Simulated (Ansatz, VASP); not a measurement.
Sb in VASP and in Ansatz

```
CELL_PARAMETERS angstrom
3.36900 0.03369 0.03369
-1.65532 2.90079 0.01233
0.05330 0.05330 5.33000
ATOMIC_POSITIONS crystal
Sb 0.33333 0.66667 0.25000
Sb 0.66667 0.33333 0.75000
```

Change from the starting cell: equal xy, yz and zx shear strains of +2 %, PAW files.

Alike in both runs: task electric field gradients; functional LDA; k mesh 12 × 12 × 7; occupations fermi-dirac, width 0.03 eV; no spin polarisation.

|  | VASP | Ansatz |
| --- | --- | --- |
| version | VASP 6.6.1 | Ansatz 0.2.0 |
| potentials or method | VASP PAW LDA potentials, release 64 (Sb) | PAW with Ansatz's default frozen-core files, scalar-relativistic |
| plane-wave cutoff (eV) | 520 | 420 |
| valence electrons in the cell | 10 | 30 |

Ansatz gave:

```
pressure (GPa)                                                : -1.4
traceless stress, the component that is largest in VASP (GPa) : -0.91
rms of the force components (eV/Å)                            : 0.016
size of Vzz on the site where it differs most (V/Å²)          : 26.4
```

**Question.** Which values does VASP return?

**Answer.** Pressure (GPa): -1.3; traceless stress, the component that is largest in VASP (GPa): -0.91; rms of the force components (eV/Å): 0.016; size of Vzz on the site where it differs most (V/Å²): 24.3.

LDA's correlation is that of Perdew and Zunger in VASP and of Perdew and Wang (1992) in Ansatz. Atom by atom the forces differ by 0.001 eV/Å (rms over components). VASP's potentials hold 10 valence electrons a cell and Ansatz's 30, so a difference there can come from the potentials and not from the codes.

Spin-orbit coupling is off throughout.
